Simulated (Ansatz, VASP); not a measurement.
**Two plane-wave programs on Ge3Pd**

Contents of INCAR:

```
PREC = Accurate
ENCUT = 600
EDIFF = 1E-6
ISMEAR = 0
SIGMA = 0.1
LREAL = False
LASPH = True
NELM = 100
ALGO = Normal
ISIF = 3
LWAVE = False
LCHARG = False
GGA = PE
IBRION = 2
NSW = 90
EDIFFG = -0.04
```

KPOINTS

```
Automatic mesh
0
Gamma
  4 4 4
```

The input POSCAR:

```
Ge3Pd
1.0
    4.2298049500      0.0000000000      0.0000000000
    0.0000000000      4.2298049500      0.0000000000
    0.0000000000      0.0000000000      4.2298049500
Ge Pd
3 1
Direct
    0.0000000000      0.5000000000      0.5000000000
    0.5000000000      0.0000000000      0.5000000000
    0.5000000000      0.5000000000      0.0000000000
    0.0000000000      0.0000000000      0.0000000000
```

Input for Ansatz:

```yaml
crystal:
  lattice:
    - [4.22980495, 0.0, 0.0]
    - [0.0, 4.22980495, 0.0]
    - [0.0, 0.0, 4.22980495]
  atoms:
    - { symbol: Ge, position: [0.0, 0.5, 0.5] }
    - { symbol: Ge, position: [0.5, 0.0, 0.5] }
    - { symbol: Ge, position: [0.5, 0.5, 0.0] }
    - { symbol: Pd, position: [0.0, 0.0, 0.0] }
basis:
  ecutwfc: 420
kpoints:
  mp_grid: { grid: [4, 4, 4] }
hamiltonian:
  xc: pbe
scf:
  occupations: { method: gaussian, width: 0.1 }
  lower_state_search: "off"
output:
  forces: true
  stress: true
  eigenvalues: true
relax:
  adjacent_minimum: "off"
  f_tol: 0.04
  max_steps: 70
  cell: { stress_tol: 0.4 }
```

Alike in both runs: task relaxation of cell and atoms; functional PBE; k mesh 4 × 4 × 4; occupations gaussian, width 0.1 eV; no spin polarisation.

|  | VASP | Ansatz |
| --- | --- | --- |
| version | VASP 6.6.1 | Ansatz 0.2.0 |
| potentials or method | VASP PAW PBE potentials, release 64 (Ge_d, Pd), cutoff 600 eV | scalar-relativistic, plane waves, PAW |
| valence electrons in the cell | 52 | 60 |

VASP gave:

```
gap on the k mesh at the Fermi level, each at its own relaxed structure (eV) : none
relaxed volume (Å³/atom)                                                     : 17.72
relaxed cell length with the largest relative difference (Å)                 : 4.138
```

Task: Estimate Ansatz's values.

Result: gap on the k mesh at the Fermi level, each at its own relaxed structure (eV): none; relaxed volume (Å³/atom): 17.71; relaxed cell length with the largest relative difference (Å): 4.138.

A gap of «none» marks a metal or a gap that the smearing closes. VASP's potentials hold 52 valence electrons a cell and Ansatz's 60, so a difference there can come from the potentials and not from the codes.

The k mesh is coarse, so the values compare programs but aren't converged.
